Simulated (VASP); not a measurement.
# NiO2 (P-3m1) in VASP: a series of runs, part 2 of 2

VASP 6.6.1. Earlier steps stand in the parts before.

**3. Single point, LDA (c/a of the conventional cell at fixed volume 1.5224)**

Contents of INCAR:

```
SYSTEM = NiO2
PREC     = Accurate       ! precision mode
ENCUT    = 520            ! plane-wave cutoff, eV
EDIFF    = 1E-7           ! SCF threshold, eV
ISMEAR   = 0              ! smearing method
SIGMA    = 0.05           ! smearing width, eV
LREAL    = .False.        ! projectors in reciprocal space
LASPH    = .True.         ! aspherical terms in the spheres
NELM     = 60             ! most SCF steps
ALGO     = Normal         ! electronic algorithm
ISIF     = 2              ! what is computed and relaxed
LWAVE    = .False.        ! write WAVECAR
LCHARG   = .False.        ! write CHGCAR
GGA      = CA             ! functional
NBANDS   = 18             ! bands
```

Contents of KPOINTS:

```
regular mesh
0
Gamma
  12 12 6
  0 0 0
```

Contents of POSCAR:

```
NiO2
1.0
    2.7627792314      0.0000000000      0.0000000000
   -1.3813896157      2.3926369995      0.0000000000
    0.0000000000      0.0000000000      4.2061363981
Ni O
1 2
Direct
    0.0000000000      0.0000000000      0.5000000000
    0.6666666667      0.3333333333      0.7067356968
    0.3333333333      0.6666666667      0.2932643032
```

Potentials or basis: VASP PAW LDA potentials, release 64 (Ni, O).

Launch:

```bash
$ cat potpaw_LDA.64/Ni/POTCAR potpaw_LDA.64/O/POTCAR > POTCAR
$ mpirun -np 1 vasp_std > vasp.out
```

OUTCAR:

```text
SYSTEM = NiO2
   PREC = Accurate
   ENCUT = 520
   EDIFF = 1E-7
   ISMEAR = 0
   LREAL = .False.
   LASPH = .True.
   NELM = 60
   ISIF = 2
   GGA = CA

 ion  position               nearest neighbor table
   1  0.000  0.000  0.500-   2 1.82   3 1.82   2 1.82   3 1.82   2 1.82   3 1.82
   2  0.667  0.333  0.707-   1 1.82   1 1.82   1 1.82
   3  0.333  0.667  0.293-   1 1.82   1 1.82   1 1.82

  LATTYP: Found a hexagonal cell.
 ALAT       =     2.7627792314
 C/A-ratio  =     1.5224294255

  Lattice vectors:

 A1 = (   2.7627792314,   0.0000000000,   0.0000000000)
 A2 = (  -1.3813896157,   2.3926369995,   0.0000000000)
 A3 = (   0.0000000000,   0.0000000000,   4.2061363981)

Analysis of symmetry for initial positions (statically):
=====================================================================
 Subroutine PRICEL returns:
 Original cell was already a primitive cell.

 Routine SETGRP: Setting up the symmetry group for a
 hexagonal supercell.

 Subroutine GETGRP returns: Found 12 space group operations
 (whereof 12 operations were pure point group operations)
 out of a pool of 24 trial point group operations.

The static configuration has the point symmetry D_3d.

Analysis of symmetry for dynamics (positions and initial velocities):
=====================================================================
 Subroutine PRICEL returns:
 Original cell was already a primitive cell.

 Routine SETGRP: Setting up the symmetry group for a
 hexagonal supercell.

 Subroutine GETGRP returns: Found 12 space group operations
 (whereof 12 operations were pure point group operations)
 out of a pool of 24 trial point group operations.

The dynamic configuration has the point symmetry D_3d.

 Subroutine INISYM returns: Found 12 space group operations
 (whereof 12 operations are pure point group operations),
 and found     1 'primitive' translations

----------------------------------------------------------------------------------------

                                     Primitive cell

  volume of cell :      27.8039

  direct lattice vectors                    reciprocal lattice vectors
     2.762779231  0.000000000  0.000000000     0.361954364  0.208974450  0.000000000
    -1.381389616  2.392637000  0.000000000     0.000000000  0.417948899  0.000000000
     0.000000000  0.000000000  4.206136398     0.000000000  0.000000000  0.237747877

  length of vectors
     2.762779231  2.762779231  4.206136398     0.417948899  0.417948899  0.237747877

  position of ions in fractional coordinates (direct lattice)
     0.000000000  0.000000000  0.500000000
     0.666666667  0.333333333  0.706735697
     0.333333333  0.666666667  0.293264303

  ion indices of the primitive-cell ions
   primitive index   ion index
                 1           1
                 2           2
                 3           3

----------------------------------------------------------------------------------------

 KPOINTS: regular mesh

Automatic generation of k-mesh.
 Grid dimensions read from file:
 generate k-points for:   12   12    6

 Generating k-lattice:

  Cartesian coordinates                     Fractional coordinates (reciprocal lattice)
     0.030162864  0.017414537  0.000000000     0.083333333  0.000000000  0.000000000
     0.000000000  0.034829075  0.000000000     0.000000000  0.083333333  0.000000000
     0.000000000  0.000000000  0.039624646     0.000000000  0.000000000  0.166666667

  Length of vectors
     0.034829075  0.034829075  0.039624646

  Shift w.r.t. Gamma in fractional coordinates (k-lattice)
     0.000000000  0.000000000  0.000000000

 Subroutine IBZKPT returns following result:
 ===========================================

 Found    100 irreducible k-points:

 Following reciprocal coordinates:
            Coordinates               Weight
  0.000000  0.000000  0.000000      1.000000
  0.083333  0.000000  0.000000      6.000000
  0.166667  0.000000  0.000000      6.000000
  0.250000  0.000000  0.000000      6.000000
  0.333333  0.000000  0.000000      6.000000
  0.416667  0.000000  0.000000      6.000000
[... 16 lines left out ...]
  0.166667  0.000000  0.166667      6.000000
  0.000000  0.166667  0.166667      6.000000
 [... further k-points ...]
   k-points           NKPTS =    100   k-points in BZ     NKDIM =    100   number of bands    NBANDS=     18
   number of dos      NEDOS =    301   number of ions     NIONS =      3
   total plane-waves  NPLWV =  18432
   dimension x,y,z NGX =    24 NGY =   24 NGZ =   32
   dimension x,y,z NGXF=    48 NGYF=   48 NGZF=   64
   ions per type =               1   2
   NGX,Y,Z   is equivalent  to a cutoff of  14.44, 14.44, 12.65 a.u.
   NGXF,Y,Z  is equivalent  to a cutoff of  28.88, 28.88, 25.30 a.u.
 SYSTEM =  NiO2
   PREC   = accura    normal or accurate (medium, high low for compatibility)
   ISTART =      0    job   : 0-new  1-cont  2-samecut
   ICHARG =      2    charge: 1-file 2-atom 10-const
   ISPIN  =      1    spin polarized calculation?
   LNONCOLLINEAR =      F non collinear calculations
   LSORBIT =      F    spin-orbit coupling
   LASPH  =      T    aspherical Exc in radial PAW
   ENCUT  =  520.0 eV  38.22 Ry    6.18 a.u.   5.14  5.14  7.82*2*pi/ulx,y,z
   NELM   =     60;   NELMIN=  2; NELMDL= -5     # of ELM steps
   EDIFF  = 0.1E-06   stopping-criterion for ELM
   LREAL  =      F    real-space projection
   EDIFFG = 0.1E-05   stopping-criterion for IOM
   NSW    =      0    number of steps for IOM
   IBRION =     -1    ionic relax: 0-MD 1-quasi-New 2-CG
   NFREE  =      0    steps in history (QN), initial steepest desc. (CG)
   ISIF   =      2    stress and relaxation
   ISYM   =      2    0-nonsym 1-usesym 2-fastsym
   POTIM  = 0.5000    time-step for ionic-motion
   TEBEG  =    0.0;   TEEND  =   0.0 temperature during run
   PSTRESS=    0.0 pullay stress
   NELECT =      22.0000    total number of electrons
   NUPDOWN=      -1.0000    fix difference up-down
   EMIN   =  10.00;   EMAX   =-10.00  energy-range for DOS
   EFERMI =   0.00;   METHOD = LEGACY
   ISMEAR =     0;   SIGMA  =   0.05  broadening in eV -4-tet -1-fermi 0-gaus
   EFERMI_NEDOS =   21; number of points for ismear=-14 and -15
   IALGO  =     38    algorithm
   IMIX   =      4    mixing-type and parameters
     AMIX     =   0.40;   BMIX     =  1.00
     AMIX_MAG =   1.60;   BMIX_MAG =  1.00
  volume/ion in A,a.u.               =       9.27        62.54
  Fermi-wavevector in a.u.,A,eV,Ry     =   1.514190  2.861404 31.195034  2.292770
  Thomas-Fermi vector in A             =   2.623880
   LORBIT       =      0    0 simple, 1 ext, 2 COOP (PROOUT), +10 PAW based schemes
   GGA     = CA    functional components
   LHFCALC =     F    Hartree Fock is set to
   AEXX    =    0.0000 exact exchange contribution
   IVDW    =     0    specifies the selected vdW correction
   LEPSILON=     F    determine dielectric tensor
   LRPA    =     F    only Hartree local field effects (RPA)
 non-spin polarized calculation
 Gauss-broadening in eV      SIGMA  =   0.05
  energy-cutoff  :      520.00
  volume of cell :       27.80
 maximum number of plane-waves:       760
 NGX is ok and might be reduce to    24

 number of electron      21.9999990 magnetization

 Free energy of the ion-electron system (eV)
  ---------------------------------------------------
  ext. energy  EPLUGINS =         0.00000000
  ---------------------------------------------------
  free energy    TOTEN  =       -20.09969998 eV

  energy without entropy =      -20.09969998  energy(sigma->0) =      -20.09969998

 E-fermi :   4.3484     XC(G=0): -12.1301

 val. band max:        4.0870528166   @ k =   0.0833   0.0000   0.5000
 cond. band min:       4.8415775668   @ k =   0.3333   0.0000   0.3333
 fundamental gap:      0.7545247502
 Fermi energy:         4.3483968533

 k-point     1 :       0.0000    0.0000    0.0000
  band No.  band energies     occupation
      1     -16.3862      2.00000
      2     -13.0075      2.00000
      3      -2.5490      2.00000
      4      -2.5490      2.00000
      5      -2.5331      2.00000
      6       1.4995      2.00000
[... 10 lines left out ...]
     17      23.6879      0.00000
     18      23.6879      0.00000
[... 463 lines left out ...]
 k-point    24 :       0.0000    0.1667    0.1667
  band No.  band energies     occupation
      1     -15.9315      2.00000
      2     -13.1982      2.00000
      3      -2.6338      2.00000
      4      -2.2734      2.00000
      5      -1.8139      2.00000
      6       0.3134      2.00000
[... 10 lines left out ...]
     17      21.5618      0.00000
     18      24.6332      0.00000

 [... further k-points ...]
[... 5 lines left out ...]
  --------------------------------------------------------------------------------------
  -------------------------------------------------------------------------------------
  Total        1.7152913      1.7152913      1.8587301      0.0000000     -0.0000000      0.0000000
  in kB       98.8421324     98.8421324    107.1076692      0.0000000     -0.0000000      0.0000000
  external PRESSURE =     101.5973113 kB  Pullay stress =       0.0000000 kB

 VOLUME and BASIS-vectors are now :
 -----------------------------------------------------------------------------
  energy-cutoff  :      520.00
  volume of cell :       27.80
      direct lattice vectors                 reciprocal lattice vectors
     2.762779231  0.000000000  0.000000000     0.361954364  0.208974450  0.000000000
    -1.381389616  2.392637000  0.000000000     0.000000000  0.417948899  0.000000000
     0.000000000  0.000000000  4.206136398     0.000000000  0.000000000  0.237747877

 POSITION                                       TOTAL-FORCE (eV/Angst)
 -----------------------------------------------------------------------------------
      0.00000      0.00000      2.10307         0.000000      0.000000      0.000000
      1.38139      0.79755      2.97263        -0.000000      0.000000      1.151999
     -0.00000      1.59509      1.23351         0.000000      0.000000     -1.151999
 -----------------------------------------------------------------------------------
    total drift:                                0.000000     -0.000000      0.000000

  FREE ENERGIE OF THE ION-ELECTRON SYSTEM (eV)
  ---------------------------------------------------
  free  energy   TOTEN  =       -20.0996999781 eV

  energy  without entropy=      -20.0996999781  energy(sigma->0) =      -20.09969998
```

Run time: 16 s. Hardware: 1 thread of Intel Xeon 6975P-C (Granite Rapids), shared host; peak memory 0.17 GiB.

Results:

```
Free energy            : -20.0997 eV
Pressure               : 10.2 GPa
Largest force          : 1.152 eV/Å
Band gap on the k mesh : 0.75 eV, indirect (least direct gap 1.16 eV)
```

Forces on the atoms (eV/Å):
```
Ni   0.000  0.000  0.000
O    0.000  0.000  1.152
O    0.000  0.000 -1.152
```

Stress tensor (GPa, compression positive):
```
 9.88  0.00  0.00
 0.00  9.88  0.00
 0.00  0.00 10.71
```

Caveat: forces of over 1 eV/Å act on the atoms, so gaps and moduli don't describe the material at rest.

**4. Single point, LDA (c/a of the conventional cell at fixed volume 1.4565)**

Contents of INCAR:

```
PREC = Accurate
ENCUT = 600
EDIFF = 1E-6
ISMEAR = 0
SIGMA = 0.05
LREAL = False
LASPH = True
NELM = 120
ALGO = Normal
ISIF = 2
LWAVE = False
LCHARG = False
NBANDS = 22
GGA_COMPAT = False
```

Contents of KPOINTS:

```
regular mesh
0
Gamma
  12 12 6
```

Contents of POSCAR:

```
NiO2
1.0
    2.8038519370      0.0000000000      0.0000000000
   -1.4019259685      2.4282070059      0.0000000000
    0.0000000000      0.0000000000      4.0838103463
Ni O
1 2
Direct
    0.0000000000      0.0000000000      0.5000000000
    0.6666666667      0.3333333333      0.7305104846
    0.3333333333      0.6666666667      0.2694895154
```

Potentials or basis: VASP PAW LDA potentials, release 64 (Ni_sv_GW, O).

Launch:

```bash
$ cat potpaw_LDA.64/Ni_sv_GW/POTCAR potpaw_LDA.64/O/POTCAR > POTCAR
$ mpirun -np 1 vasp_std > vasp.out
```

Run time: 67 s. Hardware: 1 thread of Intel Xeon Platinum 8488C (Sapphire Rapids), shared host; peak memory 0.21 GiB.

Results (log left out):

- Free energy: -21.0505 eV
- Pressure: -10.5 GPa
- Largest force: 0.690 eV/Å
- Band gap on the k mesh: 0.61 eV, indirect (least direct gap 0.83 eV)

Forces in eV/Å, atoms in the order of the input:
```
Ni   0.000  0.000  0.000
O    0.000  0.000 -0.690
O    0.000  0.000  0.690
```

Stress tensor (GPa, compression positive):
```
-11.51   0.00   0.00
  0.00 -11.51   0.00
  0.00   0.00  -8.46
```

Levels at points of the mesh, in eV from the valence-band top:
```
           k point  band 13  band 14  band 15  band 16  band 17  band 18
(0.00, 0.00, 0.00)    -1.31    -0.62    -0.40     1.89     1.89     7.74
(0.50, 0.00, 0.00)    -1.90    -1.84    -1.15     1.27     1.99    12.38
(0.00, 0.00, 0.50)    -1.46    -1.46    -0.13     2.05     2.05     9.98
(0.50, 0.00, 0.50)    -1.87    -1.42    -1.31     1.34     1.72    11.24
```

 A k mesh can miss the band edges.

**5. The runs side by side**

| potentials or basis | cell | cutoff (eV) | second run | gap on the mesh (eV) | pressure (GPa) | largest force (eV/Å) |
| --- | --- | --- | --- | --- | --- | --- |
| VASP PAW LDA potentials, release 64 (Ni, O) | a = 2.804, b = 2.804, c = 4.084 Å, angles 90.0, 90.0, 120.0°, 3 atoms | 520 | - | 0.50 | -15.5 | 1.53 |
| VASP PAW LDA potentials, release 64 (Ni, O) | a = 2.763, b = 2.763, c = 4.206 Å, angles 90.0, 90.0, 120.0°, 3 atoms | 520 | - | 0.75 | 10.2 | 1.15 |
| VASP PAW LDA potentials, release 64 (Ni_sv_GW, O) | a = 2.804, b = 2.804, c = 4.084 Å, angles 90.0, 90.0, 120.0°, 3 atoms | 600 | valence_matched | 0.61 | -10.5 | 0.69 |

Some of these runs hold the atoms at other places in the same cell, which the table doesn't show; runs alike in all that it shows share one row.

Alike in all rows: task single point; level LDA; no spin polarisation; k mesh 12 × 12 × 6; smearing gaussian 0.05 eV.

Caveats: forces of over 1 eV/Å act on the atoms, so gaps and moduli don't describe the material at rest (some runs).

Total energies depend on the potentials used, so only differences within one code and one set of settings carry meaning.
